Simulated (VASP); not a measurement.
# HfNbSe4 (P4/mmm) in VASP: further runs

HfNbSe4 is run at these levels: PBE; tasks: single point.

Program: VASP 6.6.1. These are calculated values, not measurements. Logs are shortened: lines on timing, memory, paths and dates and some standing lists are left out, and cuts for length are marked.

**1. The cell of the first run**

It takes space group P4/mmm (No. 123, tetragonal). Conventional cell: a = 4.592 Å, b = 4.592 Å, c = 6.469 Å, α = 90.00°, β = 90.00°, γ = 90.00°. Hf (site symmetry 4/mmm) has 8 Se at 2.82 Å within 3.7 Å. Nb (site symmetry 4/mmm) has 8 Se at 2.79 Å within 3.7 Å. Se (site symmetry 2mm) has 2 Nb at 2.79 Å and 2 Hf at 2.82 Å and 6 Se at 3.18 to 3.29 Å within 3.7 Å.

**2. Single point, PBE, collinear spin, ferrimagnetic start**

INCAR reads:

```
SYSTEM = HfNbSe4
  PREC = Accurate
  ENCUT = 520
  EDIFF = 1E-7
  ISMEAR = 0
  SIGMA = 0.1
  LREAL = .FALSE.
  LASPH = .TRUE.
  NELM = 150
  ALGO = Normal
  ISIF = 2
  LWAVE = .FALSE.
  LCHARG = .TRUE.
  ISPIN = 2
  MAGMOM = 0.06 1.19 -0.03 -0.03 -0.03 -0.03
  LORBIT = 11
  LMAXMIX = 4
  GGA = PE
  LELF = .TRUE.
  LVHAR = .TRUE.
  NBANDS = 36
```

KPOINTS reads:

```
Automatic mesh
0
G
  4 4 4
  0 0 0
```

POSCAR reads:

```
HfNbSe4
1.0
    4.5920754358      0.0000000000      0.0000000000
    0.0000000000      4.5920754358      0.0000000000
    0.0000000000      0.0000000000      6.4692175161
Hf Nb Se
1 1 4
Direct
    0.0000000000      0.0000000000      0.5000000000
    0.5000000000      0.5000000000      0.0000000000
    0.5000000000      0.0000000000      0.2456863763
    0.5000000000      0.0000000000      0.7543136237
    0.0000000000      0.5000000000      0.7543136237
    0.0000000000      0.5000000000      0.2456863763
```

Potentials or basis: VASP PAW PBE potentials, release 64 (Hf_pv, Nb_sv, Se).

The run is started by

```sh
> cat potpaw_PBE.64/Hf_pv/POTCAR potpaw_PBE.64/Nb_sv/POTCAR potpaw_PBE.64/Se/POTCAR > POTCAR
> mpirun -np 1 vasp_std > vasp.out
```

OUTCAR:

```text
SYSTEM = HfNbSe4
   PREC = Accurate
   ENCUT = 520
   EDIFF = 1E-7
   ISMEAR = 0
   LREAL = .FALSE.
   LASPH = .TRUE.
   NELM = 150
   ISIF = 2
   ISPIN = 2
   LORBIT = 11
   GGA = PE

 ion  position               nearest neighbor table
   1  0.000  0.000  0.500-   3 2.82   4 2.82   5 2.82   6 2.82   5 2.82   6 2.82   3 2.82   4 2.82

   2  0.500  0.500  0.000-   3 2.79   4 2.79   5 2.79   6 2.79   3 2.79   4 2.79   5 2.79   6 2.79

   3  0.500  0.000  0.246-   2 2.79   2 2.79   1 2.82   1 2.82
   4  0.500  0.000  0.754-   2 2.79   2 2.79   1 2.82   1 2.82
   5  0.000  0.500  0.754-   2 2.79   2 2.79   1 2.82   1 2.82
   6  0.000  0.500  0.246-   2 2.79   2 2.79   1 2.82   1 2.82

  LATTYP: Found a simple tetragonal cell.
 ALAT       =     4.5920754358
 C/A-ratio  =     1.4087785810

  Lattice vectors:

 A1 = (   4.5920754358,   0.0000000000,   0.0000000000)
 A2 = (   0.0000000000,   4.5920754358,   0.0000000000)
 A3 = (   0.0000000000,   0.0000000000,   6.4692175161)

Analysis of symmetry for initial positions (statically):
=====================================================================
 Subroutine PRICEL returns:
 Original cell was already a primitive cell.

 Routine SETGRP: Setting up the symmetry group for a
 simple tetragonal supercell.

 Subroutine GETGRP returns: Found 16 space group operations
 (whereof 16 operations were pure point group operations)
 out of a pool of 16 trial point group operations.

The static configuration has the point symmetry D_4h.

Analysis of symmetry for dynamics (positions and initial velocities):
=====================================================================
 Subroutine PRICEL returns:
 Original cell was already a primitive cell.

 Routine SETGRP: Setting up the symmetry group for a
 simple tetragonal supercell.

 Subroutine GETGRP returns: Found 16 space group operations
 (whereof 16 operations were pure point group operations)
 out of a pool of 16 trial point group operations.

The dynamic configuration has the point symmetry D_4h.

Analysis of structural, dynamic, and magnetic symmetry:
=====================================================================
 Subroutine PRICEL returns:
 Original cell was already a primitive cell.

 Routine SETGRP: Setting up the symmetry group for a
 simple tetragonal supercell.

 Subroutine GETGRP returns: Found 16 space group operations
 (whereof 16 operations were pure point group operations)
 out of a pool of 16 trial point group operations.

The overall configuration has the point symmetry D_4h.

 Subroutine INISYM returns: Found 16 space group operations
 (whereof 16 operations are pure point group operations),
 and found     1 'primitive' translations

----------------------------------------------------------------------------------------

                                     Primitive cell

  volume of cell :     136.4174

  direct lattice vectors                    reciprocal lattice vectors
     4.592075436  0.000000000  0.000000000     0.217766457  0.000000000  0.000000000
     0.000000000  4.592075436  0.000000000     0.000000000  0.217766457  0.000000000
     0.000000000  0.000000000  6.469217516     0.000000000  0.000000000  0.154578200

  length of vectors
     4.592075436  4.592075436  6.469217516     0.217766457  0.217766457  0.154578200

  position of ions in fractional coordinates (direct lattice)
     0.000000000  0.000000000  0.500000000
     0.500000000  0.500000000  0.000000000
     0.500000000  0.000000000  0.245686376
     0.500000000  0.000000000  0.754313624
     0.000000000  0.500000000  0.754313624
     0.000000000  0.500000000  0.245686376

  ion indices of the primitive-cell ions
   primitive index   ion index
                 1           1
                 2           2
                 3           3
                 4           4
                 5           5
                 6           6

----------------------------------------------------------------------------------------

 KPOINTS: Automatic mesh

Automatic generation of k-mesh.
 Grid dimensions read from file:
 generate k-points for:    4    4    4

 Generating k-lattice:

  Cartesian coordinates                     Fractional coordinates (reciprocal lattice)
     0.054441614  0.000000000  0.000000000     0.250000000  0.000000000  0.000000000
     0.000000000  0.054441614  0.000000000     0.000000000  0.250000000  0.000000000
     0.000000000  0.000000000  0.038644550     0.000000000  0.000000000  0.250000000

  Length of vectors
     0.054441614  0.054441614  0.038644550

  Shift w.r.t. Gamma in fractional coordinates (k-lattice)
     0.000000000  0.000000000  0.000000000

 Subroutine IBZKPT returns following result:
 ===========================================

 Found     18 irreducible k-points:

 Following reciprocal coordinates:
            Coordinates               Weight
  0.000000  0.000000  0.000000      1.000000
  0.250000  0.000000  0.000000      4.000000
  0.500000  0.000000  0.000000      2.000000
  0.250000  0.250000  0.000000      4.000000
  0.500000  0.250000  0.000000      4.000000
  0.500000  0.500000  0.000000      1.000000
[... 10 lines left out ...]
  0.500000  0.250000  0.500000      4.000000
  0.500000  0.500000  0.500000      1.000000
   k-points           NKPTS =     18   k-points in BZ     NKDIM =     18   number of bands    NBANDS=     36
   number of dos      NEDOS =    301   number of ions     NIONS =      6
   total plane-waves  NPLWV =  62208
   dimension x,y,z NGX =    36 NGY =   36 NGZ =   48
   dimension x,y,z NGXF=    72 NGYF=   72 NGZF=   96
   ions per type =               1   1   4
   NGX,Y,Z   is equivalent  to a cutoff of  13.03, 13.03, 12.34 a.u.
   NGXF,Y,Z  is equivalent  to a cutoff of  26.07, 26.07, 24.67 a.u.
 SYSTEM =  HfNbSe4
   PREC   = accura    normal or accurate (medium, high low for compatibility)
   ISTART =      0    job   : 0-new  1-cont  2-samecut
   ICHARG =      2    charge: 1-file 2-atom 10-const
   ISPIN  =      2    spin polarized calculation?
   LNONCOLLINEAR =      F non collinear calculations
   LSORBIT =      F    spin-orbit coupling
   LASPH  =      T    aspherical Exc in radial PAW
   ENCUT  =  520.0 eV  38.22 Ry    6.18 a.u.   8.54  8.54 12.03*2*pi/ulx,y,z
   NELM   =    150;   NELMIN=  2; NELMDL= -5     # of ELM steps
   EDIFF  = 0.1E-06   stopping-criterion for ELM
   LREAL  =      F    real-space projection
   EDIFFG = 0.1E-05   stopping-criterion for IOM
   NSW    =      0    number of steps for IOM
   IBRION =     -1    ionic relax: 0-MD 1-quasi-New 2-CG
   NFREE  =      0    steps in history (QN), initial steepest desc. (CG)
   ISIF   =      2    stress and relaxation
   ISYM   =      2    0-nonsym 1-usesym 2-fastsym
   POTIM  = 0.5000    time-step for ionic-motion
   TEBEG  =    0.0;   TEEND  =   0.0 temperature during run
   PSTRESS=    0.0 pullay stress
   NELECT =      47.0000    total number of electrons
   NUPDOWN=      -1.0000    fix difference up-down
   EMIN   =  10.00;   EMAX   =-10.00  energy-range for DOS
   EFERMI =   0.00;   METHOD = LEGACY
   ISMEAR =     0;   SIGMA  =   0.10  broadening in eV -4-tet -1-fermi 0-gaus
   EFERMI_NEDOS =   21; number of points for ismear=-14 and -15
   IALGO  =     38    algorithm
   IMIX   =      4    mixing-type and parameters
     AMIX     =   0.40;   BMIX     =  1.00
     AMIX_MAG =   1.60;   BMIX_MAG =  1.00
  volume/ion in A,a.u.               =      22.74       153.43
  Fermi-wavevector in a.u.,A,eV,Ry     =   1.147671  2.168784 17.920906  1.317149
  Thomas-Fermi vector in A             =   2.284350
   LORBIT       =     11    0 simple, 1 ext, 2 COOP (PROOUT), +10 PAW based schemes
   GGA     = PE    functional components
   LHFCALC =     F    Hartree Fock is set to
   AEXX    =    0.0000 exact exchange contribution
   IVDW    =     0    specifies the selected vdW correction
   LEPSILON=     F    determine dielectric tensor
   LRPA    =     F    only Hartree local field effects (RPA)
 spin polarized calculation
 Gauss-broadening in eV      SIGMA  =   0.10
  energy-cutoff  :      520.00
  volume of cell :      136.42
 maximum number of plane-waves:      3700
 NGX is ok and might be reduce to    36
   NGX = 17   NGY = 17   NGZ = 25

 number of electron      47.0000005 magnetization       1.5032672

 Free energy of the ion-electron system (eV)
  ---------------------------------------------------
  ext. energy  EPLUGINS =         0.00000000
  ---------------------------------------------------
  free energy    TOTEN  =       -38.22488100 eV

  energy without entropy =      -38.20947110  energy(sigma->0) =      -38.21717605

 E-fermi :   5.4029     XC(G=0): -10.1231

 val. band max:        5.3960016051   @ k =   0.2500   0.0000   0.2500
 cond. band min:       5.4384644568   @ k =   0.2500   0.2500   0.2500
 fundamental gap:      0.0424628516
 Fermi energy:         5.4029261446

 spin component 1

 k-point     1 :       0.0000    0.0000    0.0000
  band No.  band energies     occupation
      1     -50.3897      1.00000
      2     -26.5896      1.00000
      3     -26.5896      1.00000
      4     -26.5877      1.00000
      5     -26.4920      1.00000
      6     -26.4865      1.00000
[... 27 lines left out ...]
     34       9.8626      0.00000
     35       9.9449      0.00000

 k-point     2 :       0.2500    0.0000    0.0000
  band No.  band energies     occupation
      1     -50.3896      1.00000
      2     -26.5956      1.00000
      3     -26.5893      1.00000
      4     -26.5860      1.00000
      5     -26.4925      1.00000
      6     -26.4917      1.00000
[... 27 lines left out ...]
     34      10.1576      0.00000
     35      10.6137      0.00000
[... 568 lines left out ...]
     34      10.8494      0.00000
     35      11.4273      0.00000

 k-point    18 :       0.5000    0.5000    0.5000
  band No.  band energies     occupation
      1     -50.3893      1.00000
      2     -26.6010      1.00000
      3     -26.6010      1.00000
      4     -26.5822      1.00000
      5     -26.4978      1.00000
      6     -26.4978      1.00000
[... 27 lines left out ...]
     34      10.7385      0.00000
     35      11.0798      0.00000
 Fermi energy:         5.4029261446

 spin component 2

 k-point     1 :       0.0000    0.0000    0.0000
  band No.  band energies     occupation
      1     -49.6332      1.00000
      2     -26.5572      1.00000
      3     -26.5572      1.00000
      4     -26.5398      1.00000
      5     -25.6226      1.00000
      6     -25.6226      1.00000
[... 27 lines left out ...]
     34      10.0966      0.00000
     35      10.1141      0.00000

 k-point     2 :       0.2500    0.0000    0.0000
  band No.  band energies     occupation
      1     -49.6331      1.00000
      2     -26.5632      1.00000
      3     -26.5569      1.00000
      4     -26.5386      1.00000
      5     -25.6290      1.00000
      6     -25.6224      1.00000
[... 27 lines left out ...]
     34      10.3449      0.00000
     35      10.8369      0.00000
[... 568 lines left out ...]
     34      10.9079      0.00000
     35      11.9256      0.00000

 k-point    18 :       0.5000    0.5000    0.5000
  band No.  band energies     occupation
      1     -49.6328      1.00000
      2     -26.5687      1.00000
      3     -26.5687      1.00000
      4     -26.5354      1.00000
      5     -25.6348      1.00000
      6     -25.6348      1.00000
[... 27 lines left out ...]
     34      10.8036      0.00000
     35      11.6445      0.00000
 [bands above 35 left out]

------------------------ aborting loop because EDIFF is reached ----------------------------------------

  FORCE on cell =-STRESS in cart. coord.  units (eV):
  Direction    XX          YY          ZZ          XY          YZ          ZX
  --------------------------------------------------------------------------------------
  -------------------------------------------------------------------------------------
  Total       -0.2508166     -0.2508166     -0.2824299      0.0000000      0.0000000      0.0000000
  in kB       -2.9457581     -2.9457581     -3.3170459      0.0000000      0.0000000      0.0000000
  external PRESSURE =      -3.0695207 kB  Pullay stress =       0.0000000 kB

 VOLUME and BASIS-vectors are now :
 -----------------------------------------------------------------------------
  energy-cutoff  :      520.00
  volume of cell :      136.42
      direct lattice vectors                 reciprocal lattice vectors
     4.592075436  0.000000000  0.000000000     0.217766457  0.000000000  0.000000000
     0.000000000  4.592075436  0.000000000     0.000000000  0.217766457  0.000000000
     0.000000000  0.000000000  6.469217516     0.000000000  0.000000000  0.154578200

 POSITION                                       TOTAL-FORCE (eV/Angst)
 -----------------------------------------------------------------------------------
      0.00000      0.00000      3.23461        -0.000000     -0.000000     -0.000000
      2.29604      2.29604      0.00000        -0.000000     -0.000000     -0.000000
      2.29604      0.00000      1.58940        -0.000000      0.000000      0.020068
      2.29604      0.00000      4.87982         0.000000      0.000000     -0.020068
      0.00000      2.29604      4.87982        -0.000000     -0.000000     -0.020068
      0.00000      2.29604      1.58940        -0.000000      0.000000      0.020068
 -----------------------------------------------------------------------------------
    total drift:                                0.000000      0.000000      0.000000

  FREE ENERGIE OF THE ION-ELECTRON SYSTEM (eV)
  ---------------------------------------------------
  free  energy   TOTEN  =       -38.2248809970 eV

  energy  without entropy=      -38.2094710982  energy(sigma->0) =      -38.21717605

 total charge

# of ion       s       p       d       tot
------------------------------------------
    1        0.293   6.359   1.371   8.023
    2        2.129   5.976   2.376  10.481
    3        1.468   2.358   0.040   3.866
    4        1.468   2.358   0.040   3.866
    5        1.468   2.358   0.040   3.866
    6        1.468   2.358   0.040   3.866
--------------------------------------------------
tot          8.295  21.768   3.907  33.970

 magnetization (x)

# of ion       s       p       d       tot
------------------------------------------
    1        0.016   0.012   0.049   0.078
    2        0.017   0.011   1.084   1.111
    3       -0.002  -0.036   0.007  -0.031
    4       -0.002  -0.036   0.007  -0.031
    5       -0.002  -0.036   0.007  -0.031
    6       -0.002  -0.036   0.007  -0.031
--------------------------------------------------
tot          0.026  -0.121   1.160   1.065
```

Wall time 9.5 min (1 thread of Oxide Virtual Turin-like, shared host); peak memory 0.33 GiB.

What came out:

| Quantity | Value |
| --- | --- |
| Free energy | -38.2249 eV |
| Pressure | -0.3 GPa |
| Largest force | 0.020 eV/Å |
| Net moment | 1.50 μB per cell |
| Site moments | Hf +0.08; Nb +1.11; Se -0.03 μB |
| Valence electrons inside the program's atomic spheres | Hf 8.02; Nb 10.48; Se 3.87 |

Forces on the atoms (eV/Å):
```
Hf   0.000  0.000  0.000
Nb   0.000  0.000  0.000
Se   0.000  0.000  0.020
Se   0.000  0.000 -0.020
Se   0.000  0.000 -0.020
Se   0.000  0.000  0.020
```

Caveat: spin-orbit coupling is left out, which moves the levels of the heavy elements.

**3. Single point, PBE, collinear spin, ferrimagnetic start**

This run uses another cell than the first one, of 23.35 Å³/atom, 1.027 times its volume.

INCAR reads:

```
  ALGO = Normal
  EDIFF = 1E-7
  ENCUT = 520
  GGA = PE
  ISIF = 2
  ISMEAR = 0
  ISPIN = 2
  LASPH = T
  LCHARG = F
  LMAXMIX = 4
  LORBIT = 11
  LREAL = F
  LWAVE = F
  MAGMOM = 0.05 1.33 -0.05 -0.05 -0.05 -0.05
  NBANDS = 36
  NELM = 150
  PREC = Accurate
  SIGMA = 0.1
```

KPOINTS reads:

```
k-points
0
Gamma
  4 4 4
```

POSCAR reads:

```
HfNbSe4
1.0
    4.5955620900      0.0000000000      0.0000000000
    0.0000000000      4.5955620900      0.0000000000
    0.0000000000      0.0000000000      6.6335812900
Hf Nb Se
1 1 4
Direct
    0.0000000000      0.0000000000      0.5000000000
    0.5000000000      0.5000000000      0.0000000000
    0.5000000000      0.0000000000      0.2657380100
    0.5000000000      0.0000000000      0.7342619900
    0.0000000000      0.5000000000      0.7342619900
    0.0000000000      0.5000000000      0.2657380100
```

Potentials or basis: VASP PAW PBE potentials, release 64 (Hf_pv, Nb_sv, Se).

The run is started by

```sh
> cat potpaw_PBE.64/Hf_pv/POTCAR potpaw_PBE.64/Nb_sv/POTCAR potpaw_PBE.64/Se/POTCAR > POTCAR
> mpirun -np 1 vasp_std > vasp.out
```

Wall time 8 min (1 thread of Oxide Virtual Turin-like, shared host); peak memory 0.34 GiB.

The run converged. Its results:

* Free energy: -37.8332 eV
* Pressure: -1.4 GPa
* Largest force: 1.284 eV/Å
* Net moment: 1.53 μB per cell
* Site moments: Hf +0.06; Nb +1.20; Se -0.04 μB
* Valence electrons inside the program's atomic spheres: Hf 8.12; Nb 10.41; Se 3.86

Forces on the atoms (eV/Å):
```
Hf   0.000  0.000  0.000
Nb   0.000  0.000  0.000
Se   0.000  0.000 -1.284
Se   0.000  0.000  1.284
Se   0.000  0.000  1.284
Se   0.000  0.000 -1.284
```

Stress tensor (GPa, compression positive):
```
-0.41  0.00  0.00
 0.00 -0.41  0.00
 0.00  0.00 -3.29
```

Levels at points of the mesh, in eV from the Fermi level:
Spin up:
```csv
k point,band 21,band 22,band 23,band 24,band 25,band 26,band 27,band 28
"(0.00, 0.00, 0.00)",-0.57,-0.44,-0.36,-0.36,0.26,0.84,0.96,1.46
"(0.50, 0.00, 0.00)",-2.04,-1.18,-0.87,-0.26,0.13,0.89,1.28,1.85
"(0.50, 0.50, 0.00)",-1.33,-0.85,-0.15,0.43,0.84,1.08,1.12,1.73
"(0.00, 0.00, 0.50)",-0.95,-0.59,-0.59,-0.37,-0.31,0.67,0.82,2.01
"(0.50, 0.00, 0.50)",-2.60,-2.26,-2.06,-0.26,-0.25,0.44,0.69,1.55
"(0.50, 0.50, 0.50)",-1.23,-0.11,0.02,0.66,0.68,0.92,1.45,1.45
```
Spin down:
```csv
k point,band 21,band 22,band 23,band 24,band 25,band 26
"(0.00, 0.00, 0.00)",-0.39,-0.39,0.19,0.55,0.64,0.78
"(0.50, 0.00, 0.00)",-2.04,-0.97,-0.87,0.93,1.00,1.61
"(0.50, 0.50, 0.00)",-1.01,0.08,0.58,0.81,1.04,1.49
"(0.00, 0.00, 0.50)",-0.83,-0.59,-0.59,0.72,0.87,0.90
"(0.50, 0.00, 0.50)",-2.57,-2.25,-2.04,0.75,0.89,1.04
"(0.50, 0.50, 0.50)",-0.87,0.60,0.64,0.97,1.44,1.46
```

Caveat: spin-orbit coupling is left out, which moves the levels of the heavy elements; forces of over 1 eV/Å act on the atoms, so gaps and moduli don't describe the material at rest.
